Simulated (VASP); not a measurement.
Write the native input for VASP 6.6.1 that does the following.

| Quantity | Value |
| --- | --- |
| Task | single point |
| Functional | PBEsol |
| Potentials or basis | VASP PAW PBE potentials, release 64 (N) |
| Cutoff | 520 eV |
| k mesh | 8 × 8 × 7 |
| Occupations | fermi-dirac, width 0.1 eV |
| Spin | no spin polarisation |
| Dipole correction | no |
| Further INCAR settings | ALGO = Normal; EDIFF = 1e-06; NBANDS = 12 |

The structure of N lies in POSCAR:

```
N
1.0
    2.5194740000      0.0000000000      0.0000000000
   -1.2597370000      2.1819280000      0.0000000000
    0.0000000000      0.0000000000      2.4460020000
N
2
Direct
    0.6666666667      0.3333333333      0.2500000000
    0.3333333333      0.6666666667      0.7500000000
```

The input as run:

INCAR

```
SYSTEM = N
ALGO = Normal
EDIFF = 1E-6
ENCUT = 520
GGA = PS
ISIF = 2
ISMEAR = -1
LASPH = .True.
LCHARG = .False.
LREAL = .False.
LWAVE = .False.
NBANDS = 12
NELM = 80
PREC = Accurate
SIGMA = 0.1
```

KPOINTS

```
k-points
0
Gamma
  8 8 7
  0 0 0
```

Potentials or basis: VASP PAW PBE potentials, release 64 (N).

Command:

```console
$ cat potpaw_PBE.64/N/POTCAR > POTCAR
$ mpirun -np 1 vasp_std > vasp.out
```

It gave:

```
Pressure               : -1.4 GPa
Band gap on the k mesh : zero (band 5 reaches 8.20 eV, above the bottom of band 6 at 4.81 eV)
```

Caveat: the k points lie up to 0.37 Å⁻¹ apart; the PAW data sets were made with another functional, which shifts forces and pressure a little.

Wall time 12 s on 1 thread of AMD EPYC 7R13, with other jobs on the host, peak memory 0.08 GiB.
